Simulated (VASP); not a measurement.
Wanted: the native input for a VASP 6.6.1 run.

```yaml
Task: single point
Functional: PBE
Potentials_or_basis: VASP PAW PBE potentials, release 64 (Mg, O)
Cutoff: 600 eV
k_mesh: 10 × 10 × 10
Occupations: fermi-dirac, width 0.1 eV
Spin: no spin polarisation
Dipole_correction: no
Further_INCAR_settings: ALGO = Normal; EDIFF = 1e-06; NBANDS = 11
```

The structure of MgO lies in POSCAR:

```
MgO
1.0
    0.0000000000      2.1966530000      2.1966530000
    2.1966530000      0.0000000000      2.1966530000
    2.1966530000      2.1966530000      0.0000000000
Mg O
1 1
Direct
    0.0000000000      0.0000000000      0.0000000000
    0.5000000000      0.5000000000      0.5000000000
```

These files were run (other wordings do the same):

INCAR

```
PREC = Accurate ; ENCUT = 600
EDIFF = 1E-6 ; ISMEAR = -1
SIGMA = 0.1 ; LREAL = False
LASPH = True ; NELM = 120
ALGO = Normal ; ISIF = 2
LWAVE = False ; LCHARG = False
GGA = PE ; NBANDS = 11
GGA_COMPAT = False
```

KPOINTS

```
regular mesh
0
Gamma
  10 10 10
```

Potentials or basis: VASP PAW PBE potentials, release 64 (Mg, O).

Run with:

```bash
$ cat potpaw_PBE.64/Mg/POTCAR potpaw_PBE.64/O/POTCAR > POTCAR
$ mpirun -np 1 vasp_std > vasp.out
```

It gave:

```yaml
Pressure: -12.8 GPa
Band_gap_on_the_k_mesh: 3.59 eV, direct
```

It took 18 s on 1 thread of Intel Xeon 6975P-C (shared host), peak memory 0.16 GiB.
